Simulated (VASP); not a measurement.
Write the native input for VASP 6.6.1 that does the following.

```
Task                   : single point
Functional             : LDA
Potentials or basis    : VASP PAW LDA potentials, release 64 (Zn, O)
Cutoff                 : 520 eV
k mesh                 : 8 × 8 × 4
Occupations            : gaussian, width 0.01 eV
Spin                   : no spin polarisation
Dipole correction      : no
Further INCAR settings : ALGO = Normal; EDIFF = 1e-06; NBANDS = 26
```

The structure of ZnO lies in POSCAR:

```
ZnO
1.0
    3.1446186832      0.0000000000      0.0000000000
   -1.5723093416      2.7233196648      0.0000000000
    0.0000000000      0.0000000000      5.0859405443
Zn O
2 2
Direct
    0.3333333333      0.6666666667      0.5003939598
    0.6666666667      0.3333333333      0.0003939598
    0.6666666667      0.3333333333      0.3786160402
    0.3333333333      0.6666666667      0.8786160402
```

One way to write it, as run:

INCAR

```
SYSTEM = ZnO
ALGO = Normal
EDIFF = 1E-6
ENCUT = 520
ISIF = 2
ISMEAR = 0
LASPH = .True.
LCHARG = .False.
LREAL = .False.
LWAVE = .False.
NBANDS = 26
NELM = 80
PREC = Accurate
SIGMA = 0.01
```

KPOINTS

```
k-points
0
Gamma
  8 8 4
  0 0 0
```

Potentials or basis: VASP PAW LDA potentials, release 64 (Zn, O).

Launch:

```sh
$ cat potpaw_LDA.64/Zn/POTCAR potpaw_LDA.64/O/POTCAR > POTCAR
$ mpirun -np 1 vasp_std > vasp.out
```

It gave:

| Item | Value |
| --- | --- |
| Pressure | 8.4 GPa |
| Band gap on the k mesh | 0.87 eV, direct |

Run time: 40 s on 1 thread of Intel Xeon 8259CL (shared host), peak memory 0.15 GiB.
